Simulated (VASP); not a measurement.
A run of VASP 6.6.1 is set up as follows.

INCAR

```
PREC = Accurate ; ENCUT = 520
EDIFF = 1E-7 ; ISMEAR = 0
SIGMA = 0.05 ; LREAL = False
LASPH = True ; NELM = 100
ALGO = Normal ; ISIF = 2
LWAVE = False ; LCHARG = True
GGA = PE ; LELF = True
LVHAR = True ; NBANDS = 28
```

File KPOINTS:

```
regular mesh
0
Gamma
  8 8 8
```

File POSCAR:

```
BaTiO3
1.0
    4.3407704104      0.0000000000      0.0000000000
    0.0000000000      4.3407704104      0.0000000000
    0.0000000000      0.0000000000      3.6977388148
Ba Ti O
1 1 3
Direct
    0.0000000000      0.0000000000      0.0000000000
    0.5000000000      0.5000000000      0.5000000000
    0.5000000000      0.5000000000      0.0000000000
    0.5000000000      0.0000000000      0.5000000000
    0.0000000000      0.5000000000      0.5000000000
```

Potentials or basis: VASP PAW PBE potentials, release 64 (Ba_sv, Ti_sv, O).

Launch:

```bash
$ cat potpaw_PBE.64/Ba_sv/POTCAR potpaw_PBE.64/Ti_sv/POTCAR potpaw_PBE.64/O/POTCAR > POTCAR
$ mpirun -np 1 vasp_std > vasp.out
```

(1) Predict the band gap on the k mesh.

(2) Estimate the pressure.

## Answers

(1) 1.34 eV, indirect (least direct gap 1.50 eV).

(2) -3.3 GPa.

Caveat: the cell differs from its parent crystal (strain +0.080 along x and y, -0.080 along z); spin-orbit coupling is left out, which moves the levels of the heavy elements.
